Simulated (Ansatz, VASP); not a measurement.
One calculation of Nb8N5, two programs

INCAR

```
ALGO = Normal
EDIFF = 1E-6
ENCUT = 520
ISIF = 2
ISMEAR = 0
LASPH = True
LCHARG = True
LELF = True
LREAL = False
LVHAR = True
LWAVE = False
NBANDS = 76
NELM = 60
PREC = Accurate
SIGMA = 0.05
```

The input KPOINTS:

```
k-points
0
Gamma
  6 6 4
```

The input POSCAR:

```
Nb8N5
1.0
    3.0703020000     -4.4072490000      0.0000000000
    3.0703020000      4.4072490000      0.0000000000
    0.0000000000      0.0000000000      6.2380760000
Nb N
8 5
Direct
    0.2451400000      0.2451400000      0.7507320000
    0.7548600000      0.7548600000      0.2492680000
    0.7548600000      0.7548600000      0.7507320000
    0.2451400000      0.2451400000      0.2492680000
    0.7470840000      0.2529160000      0.5000000000
    0.2483390000      0.7516610000      0.0000000000
    0.7516610000      0.2483390000      0.0000000000
    0.2529160000      0.7470840000      0.5000000000
    0.5000000000      0.5000000000      0.0000000000
    0.5000000000      0.0000000000      0.7484270000
    0.0000000000      0.5000000000      0.2515730000
    0.0000000000      0.5000000000      0.7484270000
    0.5000000000      0.0000000000      0.2515730000
```

Input for Ansatz:

```yaml
crystal:
  lattice:
    - [3.070302, -4.407249, 0.0]
    - [3.070302, 4.407249, 0.0]
    - [0.0, 0.0, 6.238076]
  atoms:
    - { symbol: Nb, position: [0.24514, 0.24514, 0.750732] }
    - { symbol: Nb, position: [0.75486, 0.75486, 0.249268] }
    - { symbol: Nb, position: [0.75486, 0.75486, 0.750732] }
    - { symbol: Nb, position: [0.24514, 0.24514, 0.249268] }
    - { symbol: Nb, position: [0.747084, 0.252916, 0.5] }
    - { symbol: Nb, position: [0.248339, 0.751661, 0.0] }
    - { symbol: Nb, position: [0.751661, 0.248339, 0.0] }
    - { symbol: Nb, position: [0.252916, 0.747084, 0.5] }
    - { symbol: "N", position: [0.5, 0.5, 0.0] }
    - { symbol: "N", position: [0.5, 0.0, 0.748427] }
    - { symbol: "N", position: [0.0, 0.5, 0.251573] }
    - { symbol: "N", position: [0.0, 0.5, 0.748427] }
    - { symbol: "N", position: [0.5, 0.0, 0.251573] }
basis:
  ecutwfc: 500
  fft_grid_basis: typed
kpoints:
  mp_grid: { grid: [6, 6, 4] }
hamiltonian:
  xc: lda
scf:
  occupations: { method: gaussian, width: 0.05 }
  n_extra_bands: 13
output:
  forces: true
  stress: false
  eigenvalues: true
  bader: false
  write_density: false
  volumetric_format: npy
  band_densities:
    - { e_range: [-0.25, 0.25] }
    - { e_range: [-1.2, 0.0] }
    - { e_range: [0.0, 1.2] }
    - { e_range: [-8.19, -5.44] }
    - { e_range: [-5.44, -2.72] }
    - { e_range: [-16.58, -14.2] }
  dos:
    e_range: [-30, 8]
    de: 0.02
    method: { smearing: { sigma: 0.03, scheme: gaussian } }
    projected: { site_lists: { "N": ["N"], Nb: [Nb] } }
checkpoint:
  read: start.run
  write: ck
  compress: false
  write_wavefunctions: false
  write_every: 100000
```

Alike in both runs: task single point; functional LDA; k mesh 6 × 6 × 4; occupations gaussian, width 0.05 eV; no spin polarisation.

```csv
,VASP,Ansatz
version,VASP 6.6.1,Ansatz 0.2.0
potentials or method,"VASP PAW LDA potentials, release 64 (Nb_sv, N), cutoff 520 eV","scalar-relativistic, plane waves, PAW"
valence electrons in the cell,129,129
```

```tsv
	VASP	Ansatz	Ansatz less VASP
gap on the k mesh at the Fermi level (eV)	none	none	-
rms of the force components (eV/Å)	0.164	0.163	-0.0011
```

LDA's correlation is that of Perdew and Zunger in VASP and of Perdew and Wang (1992) in Ansatz. Atom by atom the forces differ by 0.002 eV/Å (rms over components). A gap of «none» marks a metal or a gap that the smearing closes.
